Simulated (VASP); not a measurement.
# ZnCu2SnS4 (I-4) in VASP: single point with RPBE+U

Aim: the single point of ZnCu2SnS4 with RPBE+U.

Program: VASP 6.6.1. These are calculated values, not measurements. Logs are shortened: lines on timing, memory, paths and dates and some standing lists are left out, and cuts for length are marked.

**1. The cell of the first run**

The structure is tetragonal, space group I-4 (No. 82). Conventional cell: a = 5.470 Å, b = 5.470 Å, c = 10.922 Å, α = 90.00°, β = 90.00°, γ = 90.00°. Within 3.1 Å of Cu (site symmetry -4) lie 4 S at 2.35 Å. Within 3.1 Å of Cu (site symmetry -4) lie 4 S at 2.35 Å. Zn (site symmetry -4) has 4 S at 2.35 Å within 3.1 Å. Sn (site symmetry -4) has 4 S at 2.43 Å within 3.2 Å. Within 3.1 Å of S (site symmetry 1) lie 1 Zn at 2.35 Å and 2 Cu at 2.35 Å and 1 Sn at 2.43 Å.

**2. Single point, RPBE+U, collinear spin, zero start**

INCAR reads:

```
SYSTEM = ZnCu2SnS4
PREC = Accurate ; ENCUT = 520
EDIFF = 1E-6 ; ISMEAR = 1
SIGMA = 0.0594 ; LREAL = .FALSE.
LASPH = .TRUE. ; NELM = 150
ALGO = Normal ; ISIF = 2
LWAVE = .FALSE. ; LCHARG = .TRUE.
ISPIN = 2 ; MAGMOM = 0 0 0 0 0 0 0 0
LORBIT = 11 ; LMAXMIX = 4
LDAU = .TRUE. ; LDAUTYPE = 2
LDAUL = 2 -1 -1 -1 ; LDAUU = 2.79 0 0 0
LDAUJ = 0 0 0 0 ; LDAUPRINT = 1
GGA = RP ; LELF = .TRUE.
LVHAR = .TRUE. ; NBANDS = 50
```

KPOINTS reads:

```
Automatic mesh
0
G
  5 5 5
  0 0 0
```

POSCAR reads:

```
ZnCu2SnS4
1.0
   -2.7351253000      2.7351253000      5.4607882400
    2.7351253000     -2.7351253000      5.4607882400
    2.7351253000      2.7351253000     -5.4607882400
Cu Zn Sn S
2 1 1 4
Direct
    0.0000000000      0.0000000000      0.0000000000
    0.7500000000      0.2500000000      0.5000000000
    0.2500000000      0.7500000000      0.5000000000
    0.5000000000      0.5000000000      0.0000000000
    0.3716100000      0.8844100000      0.9996000000
    0.1155900000      0.1151900000      0.4872000000
    0.8848100000      0.3720100000      0.0004000000
    0.6279900000      0.6283900000      0.5128000000
```

Potentials or basis: VASP PAW PBE potentials, release 64 (Cu, Zn, Sn_d, S).

Launch:

```console
$ cat potpaw_PBE.64/Cu/POTCAR potpaw_PBE.64/Zn/POTCAR potpaw_PBE.64/Sn_d/POTCAR potpaw_PBE.64/S/POTCAR > POTCAR
$ mpirun -np 1 vasp_std > vasp.out
```

OUTCAR:

```text
SYSTEM = ZnCu2SnS4
   PREC = Accurate
   ENCUT = 520
   EDIFF = 1E-6
   ISMEAR = 1
   LREAL = .FALSE.
   LASPH = .TRUE.
   NELM = 150
   ISIF = 2
   ISPIN = 2
   LORBIT = 11
   GGA = RP

 ion  position               nearest neighbor table
   1  0.000  0.000  0.000-   5 2.35   8 2.35   7 2.35   6 2.35
   2  0.750  0.250  0.500-   7 2.35   6 2.35   5 2.35   8 2.35
   3  0.250  0.750  0.500-   8 2.35   7 2.35   6 2.35   5 2.35
   4  0.500  0.500  0.000-   8 2.43   5 2.43   7 2.43   6 2.43
   5  0.372  0.884  1.000-   3 2.35   1 2.35   2 2.35   4 2.43
   6  0.116  0.115  0.487-   3 2.35   1 2.35   2 2.35   4 2.43
   7  0.885  0.372  0.000-   3 2.35   1 2.35   2 2.35   4 2.43
   8  0.628  0.628  0.513-   3 2.35   1 2.35   2 2.35   4 2.43

  LATTYP: Found a body centered tetragonal cell.
 ALAT       =     5.4702506000
 C/A-ratio  =     1.9965404291

  Lattice vectors:

 A1 = (  -2.7351253000,   2.7351253000,   5.4607882400)
 A2 = (   2.7351253000,  -2.7351253000,   5.4607882400)
 A3 = (   2.7351253000,   2.7351253000,  -5.4607882400)

Analysis of symmetry for initial positions (statically):
=====================================================================
 Subroutine PRICEL returns:
 Original cell was already a primitive cell.

 Routine SETGRP: Setting up the symmetry group for a
 body centered tetragonal supercell.

 Subroutine GETGRP returns: Found  4 space group operations
 (whereof  4 operations were pure point group operations)
 out of a pool of 16 trial point group operations.

The static configuration has the point symmetry S_4 .

Analysis of symmetry for dynamics (positions and initial velocities):
=====================================================================
 Subroutine PRICEL returns:
 Original cell was already a primitive cell.

 Routine SETGRP: Setting up the symmetry group for a
 body centered tetragonal supercell.

 Subroutine GETGRP returns: Found  4 space group operations
 (whereof  4 operations were pure point group operations)
 out of a pool of 16 trial point group operations.

The dynamic configuration has the point symmetry S_4 .

Analysis of structural, dynamic, and magnetic symmetry:
=====================================================================
 Subroutine PRICEL returns:
 Original cell was already a primitive cell.

 Routine SETGRP: Setting up the symmetry group for a
 body centered tetragonal supercell.

 Subroutine GETGRP returns: Found  4 space group operations
 (whereof  4 operations were pure point group operations)
 out of a pool of 16 trial point group operations.

The overall configuration has the point symmetry S_4 .

 Subroutine INISYM returns: Found  4 space group operations
 (whereof  4 operations are pure point group operations),
 and found     1 'primitive' translations

----------------------------------------------------------------------------------------

                                     Primitive cell

  volume of cell :     163.4067

  direct lattice vectors                    reciprocal lattice vectors
    -2.735125300  2.735125300  5.460788240     0.000000000  0.182806981  0.091561873
     2.735125300 -2.735125300  5.460788240     0.182806981  0.000000000  0.091561873
     2.735125300  2.735125300 -5.460788240     0.182806981  0.182806981  0.000000000

  length of vectors
[... 163 lines left out ...]
  o =  0.9408  v = -0.0000 -1.0000  0.0000 -0.0000 -0.0000  0.0000  0.0000  0.0000  0.0000  0.0000      0.0000  0.0000  0.0000  0.0000  0.0000  0.0000  0.0000  0.0000  0.0000  0.0000
  o =  0.9408  v =  0.0000 -0.0000  0.0000  1.0000 -0.0000  0.0000  0.0000  0.0000  0.0000  0.0000      0.0000  0.0000  0.0000  0.0000  0.0000  0.0000  0.0000  0.0000  0.0000  0.0000
  o =  0.9436  v =  0.0000  0.0000  0.0000  0.0000  0.0000  0.6469  0.0000 -0.0000 -0.0000 -0.7625      0.0000  0.0000  0.0000  0.0000  0.0000  0.0000  0.0000  0.0000  0.0000  0.0000
  o =  0.9436  v = -0.6469 -0.0000 -0.0000  0.0000  0.7625  0.0000  0.0000  0.0000  0.0000  0.0000      0.0000  0.0000  0.0000  0.0000  0.0000  0.0000  0.0000  0.0000  0.0000  0.0000

atom =   2  type =  1  l = 2

 onsite density matrix

spin component  1

  0.9402 -0.0000  0.0000  0.0000  0.0080
 -0.0000  0.9417 -0.0000 -0.0000 -0.0000
  0.0000 -0.0000  0.9378  0.0000  0.0000
  0.0000 -0.0000  0.0000  0.9417 -0.0000
  0.0080 -0.0000  0.0000 -0.0000  0.9326

spin component  2

  0.9402 -0.0000  0.0000  0.0000  0.0080
 -0.0000  0.9417 -0.0000 -0.0000 -0.0000
  0.0000 -0.0000  0.9378  0.0000  0.0000
  0.0000 -0.0000  0.0000  0.9417 -0.0000
  0.0080 -0.0000  0.0000 -0.0000  0.9326

 occupancies and eigenvectors

  o =  0.9276  v =  0.5358  0.0000 -0.0000 -0.0000 -0.8444  0.0000  0.0000  0.0000  0.0000  0.0000      0.0000  0.0000  0.0000  0.0000  0.0000  0.0000  0.0000  0.0000  0.0000  0.0000
  o =  0.9276  v =  0.0000  0.0000  0.0000  0.0000  0.0000  0.5357  0.0000 -0.0000 -0.0000 -0.8444      0.0000  0.0000  0.0000  0.0000  0.0000  0.0000  0.0000  0.0000  0.0000  0.0000
  o =  0.9378  v =  0.0000  0.0000  0.0000  0.0000  0.0000  0.0000 -0.0000  1.0000 -0.0000 -0.0000      0.0000  0.0000  0.0000  0.0000  0.0000  0.0000  0.0000  0.0000  0.0000  0.0000
  o =  0.9378  v =  0.0000  0.0000  1.0000 -0.0000 -0.0000  0.0000  0.0000  0.0000  0.0000  0.0000      0.0000  0.0000  0.0000  0.0000  0.0000  0.0000  0.0000  0.0000  0.0000  0.0000
  o =  0.9417  v =  0.0000  1.0000 -0.0000  0.0000  0.0000  0.0000  0.0000  0.0000  0.0000  0.0000      0.0000  0.0000  0.0000  0.0000  0.0000  0.0000  0.0000  0.0000  0.0000  0.0000
  o =  0.9417  v =  0.0000  0.0000 -0.0000 -1.0000  0.0000  0.0000  0.0000  0.0000  0.0000  0.0000      0.0000  0.0000  0.0000  0.0000  0.0000  0.0000  0.0000  0.0000  0.0000  0.0000
  o =  0.9417  v =  0.0000  0.0000  0.0000  0.0000  0.0000  0.0000  0.0102  0.0000  0.9999  0.0000      0.0000  0.0000  0.0000  0.0000  0.0000  0.0000  0.0000  0.0000  0.0000  0.0000
  o =  0.9417  v =  0.0000  0.0000  0.0000  0.0000  0.0000  0.0000 -0.9999 -0.0000  0.0102 -0.0000      0.0000  0.0000  0.0000  0.0000  0.0000  0.0000  0.0000  0.0000  0.0000  0.0000
  o =  0.9452  v = -0.8444  0.0000 -0.0000 -0.0000 -0.5358  0.0000  0.0000  0.0000  0.0000  0.0000      0.0000  0.0000  0.0000  0.0000  0.0000  0.0000  0.0000  0.0000  0.0000  0.0000
  o =  0.9452  v =  0.0000  0.0000  0.0000  0.0000  0.0000 -0.8444  0.0000 -0.0000 -0.0000 -0.5357      0.0000  0.0000  0.0000  0.0000  0.0000  0.0000  0.0000  0.0000  0.0000  0.0000

 number of electron      72.0000032 magnetization       0.0000000

 Free energy of the ion-electron system (eV)
  ---------------------------------------------------
  ext. energy  EPLUGINS =         0.00000000
  ---------------------------------------------------
  free energy    TOTEN  =       -27.93188852 eV

  energy without entropy =      -27.93194451  energy(sigma->0) =      -27.93190718

 E-fermi :   4.5742     XC(G=0):  -9.4660

 val. band max:        4.5291130748   @ k =   0.0000   0.0000   0.0000
 cond. band min:       5.1134120271   @ k =   0.0000   0.0000   0.0000
 fundamental gap:      0.5842989523
 Fermi energy:         4.5742231567

 spin component 1

 k-point     1 :       0.0000    0.0000    0.0000
  band No.  band energies     occupation
      1     -17.6289      1.00000
      2     -17.6243      1.00000
      3     -17.6243      1.00000
      4     -17.5457      1.00000
      5     -17.5373      1.00000
      6      -9.6567      1.00000
[... 1060 lines left out ...]
     47      12.4664      0.00000
     48      12.8456      0.00000
 Fermi energy:         4.5742231567

 spin component 2

 k-point     1 :       0.0000    0.0000    0.0000
  band No.  band energies     occupation
      1     -17.6289      1.00000
      2     -17.6243      1.00000
      3     -17.6243      1.00000
      4     -17.5457      1.00000
      5     -17.5373      1.00000
      6      -9.6567      1.00000
[... 1060 lines left out ...]
     47      12.4664      0.00000
     48      12.8456      0.00000
 [bands above 48 left out]

------------------------ aborting loop because EDIFF is reached ----------------------------------------

  FORCE on cell =-STRESS in cart. coord.  units (eV):
  Direction    XX          YY          ZZ          XY          YZ          ZX
  --------------------------------------------------------------------------------------
  -------------------------------------------------------------------------------------
  Total        3.1803753      3.1803753      3.0284614      0.0000001      0.0000000      0.0000000
  in kB       31.1830917     31.1830917     29.6935996      0.0000009      0.0000000      0.0000000
  external PRESSURE =      30.6865943 kB  Pullay stress =       0.0000000 kB

 VOLUME and BASIS-vectors are now :
 -----------------------------------------------------------------------------
  energy-cutoff  :      520.00
  volume of cell :      163.41
      direct lattice vectors                 reciprocal lattice vectors
    -2.735125300  2.735125300  5.460788240     0.000000000  0.182806981  0.091561873
     2.735125300 -2.735125300  5.460788240     0.182806981  0.000000000  0.091561873
     2.735125300  2.735125300 -5.460788240     0.182806981  0.182806981  0.000000000

 POSITION                                       TOTAL-FORCE (eV/Angst)
 -----------------------------------------------------------------------------------
      0.00000      0.00000      0.00000         0.000000      0.000000      0.000000
      0.00000      2.73513      2.73039        -0.000000      0.000000      0.000000
      2.73513      0.00000      2.73039        -0.000000      0.000000      0.000000
      0.00000      0.00000      5.46079         0.000000     -0.000000      0.000000
      4.13660      1.33146      1.40026         0.328633     -0.043944      0.090833
      1.33146      1.33365     -1.40026        -0.043944     -0.328633     -0.090833
     -1.40148      1.40367      6.86104        -0.328633      0.043944      0.090833
      1.40367      1.40148      4.06053         0.043944      0.328633     -0.090833
 -----------------------------------------------------------------------------------
    total drift:                                0.000009      0.000008      0.000014

  FREE ENERGIE OF THE ION-ELECTRON SYSTEM (eV)
  ---------------------------------------------------
  free  energy   TOTEN  =       -27.9318885233 eV

  energy  without entropy=      -27.9319445080  energy(sigma->0) =      -27.93190718

 total charge

# of ion       s       p       d       tot
------------------------------------------
    1        0.331   0.314   9.365  10.010
    2        0.330   0.314   9.366  10.010
    3        0.516   0.462   9.797  10.774
    4        1.096   1.105  10.107  12.308
    5        1.330   2.400   0.000   3.730
    6        1.330   2.400   0.000   3.730
    7        1.330   2.400   0.000   3.730
    8        1.330   2.400   0.000   3.730
--------------------------------------------------
tot          7.592  11.794  38.636  58.022

 magnetization (x)

# of ion       s       p       d       tot
------------------------------------------
    1        0.000  -0.000   0.000   0.000
    2       -0.000  -0.000   0.000  -0.000
    3       -0.000  -0.000  -0.000  -0.000
    4        0.000   0.000  -0.000   0.000
    5        0.000  -0.000   0.000   0.000
    6        0.000  -0.000   0.000   0.000
    7        0.000  -0.000   0.000   0.000
    8        0.000  -0.000   0.000   0.000
--------------------------------------------------
tot          0.000  -0.000  -0.000   0.000
```

Run time: 17 min. Hardware: 1 thread of Intel Xeon Platinum 8259CL at 2.50GHz (Skylake/Cascade Lake), shared host; peak memory 0.62 GiB.

What came out:

* Free energy: -27.9319 eV
* Pressure: 3.1 GPa
* Largest force: 0.344 eV/Å
* Band gap on the k mesh: 0.58 eV
* Net moment: 0.00 μB per cell
* Valence electrons inside the program's atomic spheres: Cu 10.01; Zn 10.77; Sn 12.31; S 3.73

Forces in eV/Å, atoms in the order of the input:
```
Cu   0.000  0.000  0.000
Cu   0.000  0.000  0.000
Zn   0.000  0.000  0.000
Sn   0.000  0.000  0.000
S    0.329 -0.044  0.091
S   -0.044 -0.329 -0.091
S   -0.329  0.044  0.091
S    0.044  0.329 -0.091
```

Stress tensor (GPa, compression positive):
```
3.12 0.00 0.00
0.00 3.12 0.00
0.00 0.00 2.97
```

Levels at points of the mesh, in eV from the valence-band top:
Spin up:
```tsv
k point	band 34	band 35	band 36	band 37	band 38	band 39
(0.00, 0.00, 0.00)	-0.07	-0.07	0.00	0.58	2.37	3.17
```
Spin down:
| k point | band 33 | band 34 | band 35 | band 36 | band 37 | band 38 | band 39 | band 40 |
| --- | --- | --- | --- | --- | --- | --- | --- | --- |
| (0.00, 0.00, 0.00) | -1.46 | -0.07 | -0.07 | 0.00 | 0.58 | 2.37 | 3.17 | 4.05 |

Eigenvalues of the final occupation matrices:
```tsv
site	spin	trace	eigenvalues
site 1 d	1	4.69	0.93 0.94 0.94 0.94 0.94
site 1 d	2	4.69	0.93 0.94 0.94 0.94 0.94
site 2 d	1	4.69	0.93 0.94 0.94 0.94 0.95
site 2 d	2	4.69	0.93 0.94 0.94 0.94 0.95
```

Caveat: the cell stands under pressure; semilocal functionals underestimate gaps, and a narrow one can read as zero; the PAW data sets were made with another functional, which shifts forces and pressure a little; spin-orbit coupling is left out, which moves the levels of the heavy elements.
